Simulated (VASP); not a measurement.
# Sc (Im-3m) in VASP: a series of runs, part 2 of 2

VASP 6.6.1. Earlier steps stand in the parts before.

### 5 Single point, PBE

This run uses another cell than the first one, of 12.83 Å³/atom, 1.005 times its volume.

Contents of INCAR:

```
SYSTEM = Sc
PREC = Accurate
ENCUT = 520
EDIFF = 1E-6
ISMEAR = -1
SIGMA = 0.1
LREAL = .FALSE.
LASPH = .TRUE.
NELM = 60
ALGO = Normal
ISIF = 2
LWAVE = .FALSE.
LCHARG = .FALSE.
GGA = PE
NBANDS = 12
```

Contents of KPOINTS:

```
regular mesh
0
G
  18 18 18
  0 0 0
```

Contents of POSCAR:

```
Sc
1.0
   -1.4746294587      1.4746294587      1.4746294587
    1.4746294587     -1.4746294587      1.4746294587
    1.4746294587      1.4746294587     -1.4746294587
Sc
1
Direct
    0.0000000000      0.0000000000      0.0000000000
```

Potentials or basis: VASP PAW PBE potentials, release 64 (Sc_sv).

On the command line:

```console
> cat potpaw_PBE.64/Sc_sv/POTCAR > POTCAR
> mpirun -np 1 vasp_std > vasp.out
```

OUTCAR:

```text
SYSTEM = Sc
   PREC = Accurate
   ENCUT = 520
   EDIFF = 1E-6
   ISMEAR = -1
   LREAL = .FALSE.
   LASPH = .TRUE.
   NELM = 60
   ISIF = 2
   GGA = PE

 ion  position               nearest neighbor table
   1  0.000  0.000  0.000-

  LATTYP: Found a body centered cubic cell.
 ALAT       =     2.9492589174

  Lattice vectors:

 A1 = (  -1.4746294587,   1.4746294587,   1.4746294587)
 A2 = (   1.4746294587,  -1.4746294587,   1.4746294587)
 A3 = (   1.4746294587,   1.4746294587,  -1.4746294587)

Analysis of symmetry for initial positions (statically):
=====================================================================
 Subroutine PRICEL returns:
 Original cell was already a primitive cell.

 Routine SETGRP: Setting up the symmetry group for a
 body centered cubic supercell.

 Subroutine GETGRP returns: Found 48 space group operations
 (whereof 48 operations were pure point group operations)
 out of a pool of 48 trial point group operations.

The static configuration has the point symmetry O_h .

Analysis of symmetry for dynamics (positions and initial velocities):
=====================================================================
 Subroutine PRICEL returns:
 Original cell was already a primitive cell.

 Routine SETGRP: Setting up the symmetry group for a
 body centered cubic supercell.

 Subroutine GETGRP returns: Found 48 space group operations
 (whereof 48 operations were pure point group operations)
 out of a pool of 48 trial point group operations.

The dynamic configuration has the point symmetry O_h .

 Subroutine INISYM returns: Found 48 space group operations
 (whereof 48 operations are pure point group operations),
 and found     1 'primitive' translations

----------------------------------------------------------------------------------------

                                     Primitive cell
[... 113 lines left out ...]
   LORBIT       =      0    0 simple, 1 ext, 2 COOP (PROOUT), +10 PAW based schemes
   GGA     = PE    functional components
   LHFCALC =     F    Hartree Fock is set to
   AEXX    =    0.0000 exact exchange contribution
   IVDW    =     0    specifies the selected vdW correction
   LEPSILON=     F    determine dielectric tensor
   LRPA    =     F    only Hartree local field effects (RPA)
 non-spin polarized calculation
  energy-cutoff  :      520.00
  volume of cell :       12.83
 maximum number of plane-waves:       370
   NGX =  9   NGY =  9   NGZ =  9

 number of electron      10.9999997 magnetization

 Free energy of the ion-electron system (eV)
  ---------------------------------------------------
  ext. energy  EPLUGINS =         0.00000000
  ---------------------------------------------------
  free energy    TOTEN  =        -3.94602899 eV

  energy without entropy =       -3.89359538  energy(sigma->0) =       -3.91981218

 E-fermi :   8.5402     XC(G=0): -12.8739

 val. band max:        8.5376956185   @ k =  -0.3333   0.5000   0.0556
 cond. band min:       8.5422794078   @ k =  -0.3889   0.4444   0.1667
 fundamental gap:      0.0045837893
 Fermi energy:         8.5402334295

 k-point     1 :       0.0000    0.0000    0.0000
  band No.  band energies     occupation
      1     -39.9660      2.00000
      2     -16.9847      2.00000
      3     -16.9847      2.00000
      4     -16.9847      2.00000
      5       3.3753      2.00000
      6      10.8000      0.00000
      7      10.8000      0.00000
      8      10.8000      0.00000
      9      13.7089      0.00000
     10      13.7089      0.00000
     11      27.7727      0.00000
     12      27.7727      0.00000
[... 331 lines left out ...]
 k-point    24 :       0.3889    0.1111   -0.0000
  band No.  band energies     occupation
      1     -39.1845      2.00000
      2     -19.5919      2.00000
      3     -17.8749      2.00000
      4     -17.1578      2.00000
      5       6.0715      2.00000
      6       8.3960      1.61748
      7      11.2971      0.00000
      8      13.7951      0.00000
      9      14.9145      0.00000
     10      17.3913      0.00000
     11      23.9560      0.00000
     12      24.7108      0.00000

 [... further k-points ...]

------------------------ aborting loop because EDIFF is reached ----------------------------------------

  FORCE on cell =-STRESS in cart. coord.  units (eV):
  Direction    XX          YY          ZZ          XY          YZ          ZX
  --------------------------------------------------------------------------------------
  -------------------------------------------------------------------------------------
  Total        7.2102544      7.2102544      7.2102544      0.0000000      0.0000000      0.0000000
  in kB      900.6425539    900.6425539    900.6425539      0.0000000      0.0000000      0.0000000
  external PRESSURE =     900.6425539 kB  Pullay stress =       0.0000000 kB

 VOLUME and BASIS-vectors are now :
 -----------------------------------------------------------------------------
  energy-cutoff  :      520.00
  volume of cell :       12.83
      direct lattice vectors                 reciprocal lattice vectors
    -1.474629459  1.474629459  1.474629459     0.000000000  0.339068230  0.339068230
     1.474629459 -1.474629459  1.474629459     0.339068230  0.000000000  0.339068230
     1.474629459  1.474629459 -1.474629459     0.339068230  0.339068230  0.000000000

 POSITION                                       TOTAL-FORCE (eV/Angst)
 -----------------------------------------------------------------------------------
      0.00000      0.00000      0.00000         0.000000     -0.000000      0.000000
 -----------------------------------------------------------------------------------
    total drift:                                0.000000     -0.000000     -0.000000

  FREE ENERGIE OF THE ION-ELECTRON SYSTEM (eV)
  ---------------------------------------------------
  free  energy   TOTEN  =        -3.9460289891 eV

  energy  without entropy=       -3.8935953780  energy(sigma->0) =       -3.91981218
```

OSZICAR:

```text
N       E                     dE             d eps       ncg     rms          rms(c)
DAV:   1     0.664174396352E+02    0.66417E+02   -0.51715E+03  4752   0.101E+03
DAV:   2    -0.326784907542E+01   -0.69685E+02   -0.67603E+02  4684   0.281E+02
DAV:   3    -0.418074829453E+01   -0.91290E+00   -0.90042E+00  5492   0.446E+01
DAV:   4    -0.418995207368E+01   -0.92038E-02   -0.92014E-02  5760   0.345E+00
DAV:   5    -0.419006433720E+01   -0.11226E-03   -0.11226E-03  6032   0.384E-01    0.142E+01
DAV:   6    -0.398834098277E+01    0.20172E+00   -0.23810E-01  5408   0.844E+00    0.648E+00
DAV:   7    -0.394810515345E+01    0.40236E-01   -0.80805E-02  6004   0.485E+00    0.897E-01
DAV:   8    -0.394605243301E+01    0.20527E-02   -0.47219E-03  5392   0.946E-01    0.209E-02
DAV:   9    -0.394603115140E+01    0.21282E-04   -0.56612E-05  6280   0.123E-01    0.157E-02
DAV:  10    -0.394602835666E+01    0.27947E-05   -0.36696E-06  5908   0.292E-02    0.136E-03
DAV:  11    -0.394602898914E+01   -0.63247E-06   -0.45157E-08  2508   0.301E-03
   1 F= -.39460290E+01 E0= -.39198122E+01  d E =-.524336E-01
```

stdout:

```text
POSCAR found type information on POSCAR Sc
 POSCAR found :  1 types and       1 ions
 scaLAPACK will be used
 LDA part: xc-table for (Slater+PW92), standard interpolation
 POSCAR, INCAR and KPOINTS ok, starting setup
 FFT: planning ... GRIDC
 FFT: planning ... GRID_SOFT
 FFT: planning ... GRID
 WAVECAR not read
 entering main loop
```

Wall time 38 s (1 thread of Intel Xeon 8259CL, shared host); peak memory 0.15 GiB.

Results:

* Free energy: -3.9460 eV
* Pressure: 90.1 GPa

### 6 The runs side by side

```csv
task,cell,cutoff (eV),gap on the mesh (eV),pressure (GPa)
relaxation of cell and atoms,"relaxed to 89 GPa from a = 2.550 Å, angles 109.5°, 1 atom",600,none,89.0
relaxation of cell and atoms,"relaxed to 89 GPa from a = 2.554 Å, angles 109.5°, 1 atom",600,none,89.0
single point,"a = 2.554 Å, angles 109.5°, 1 atom",520,none,90.1
```

Alike in all rows: level PBE; potentials or basis VASP PAW PBE potentials, release 64 (Sc_sv); no spin polarisation; k mesh 18 × 18 × 18; smearing fermi-dirac 0.1 eV.

Caveats: the cell is relaxed towards a set pressure, so the enthalpy falls and the energy may rise (some runs).

Absolute energies hang on the potentials; compare differences alone.
